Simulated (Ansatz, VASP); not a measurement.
Y: VASP beside Ansatz

File INCAR:

```
  ALGO = Normal
  EDIFF = 1E-8
  ENCUT = 520
  GGA = PE
  GGA_COMPAT = False
  ISIF = 2
  ISMEAR = -1
  LASPH = True
  LCHARG = False
  LEFG = True
  LMAXMIX = 4
  LORBIT = 11
  LORBMOM = True
  LREAL = False
  LSORBIT = True
  LWAVE = False
  MAGMOM = 0 0 0
  NBANDS = 22
  NELM = 150
  PREC = Accurate
  SIGMA = 0.05
```

File KPOINTS:

```
k-points
0
Gamma
  13 13 13
```

Contents of POSCAR:

```
Y
1.0
    0.0000000000      2.4850000000      2.4850000000
    2.4850000000      0.0000000000      2.4850000000
    2.4850000000      2.4850000000      0.0000000000
Y
1
Direct
    0.0000000000      0.0000000000      0.0000000000
```

Input for Ansatz:

```yaml
crystal:
  lattice:
    - [0.0, 2.485, 2.485]
    - [2.485, 0.0, 2.485]
    - [2.485, 2.485, 0.0]
  atoms:
    - { symbol: "Y", position: [0.0, 0.0, 0.0] }
kpoints:
  mp_grid: { grid: [13, 13, 13] }
  band_path:
    path:
      - [0.0, 0.0, 0.0]
      - [0.5, 0.0, 0.5]
      - [0.625, 0.25, 0.625]
      - [0.375, 0.375, 0.75]
      - [0.0, 0.0, 0.0]
      - [0.5, 0.5, 0.5]
      - [0.5, 0.25, 0.75]
      - [0.5, 0.0, 0.5]
    npoints: 5
scf:
  occupations: { method: fermi_dirac, width: 0.05 }
hamiltonian:
  xc: pbe
  pseudopotentials: { kind: paw_fr }
output:
  forces: true
  stress: true
  eigenvalues: true
  efg: { contact_densities: true }
magnetization:
  noncollinear: true
  spin_orbit: true
```

Alike in both runs: task electric field gradients; functional PBE; k mesh 13 × 13 × 13; occupations fermi-dirac, width 0.05 eV; non-collinear spin, spin-orbit coupling.

|  | VASP | Ansatz |
| --- | --- | --- |
| version | VASP 6.6.1 | Ansatz 0.2.0 |
| potentials or method | VASP PAW PBE potentials, release 64 (Y_sv) | PAW with Ansatz's default frozen-core files, fully relativistic files with spin-orbit coupling |
| plane-wave cutoff (eV) | 520 | 420 |
| valence electrons in the cell | 11 | 11 |

|  | VASP | Ansatz | Ansatz less VASP |
| --- | --- | --- | --- |
| pressure (GPa) | 2.2 | 2.4 | +0.16 |
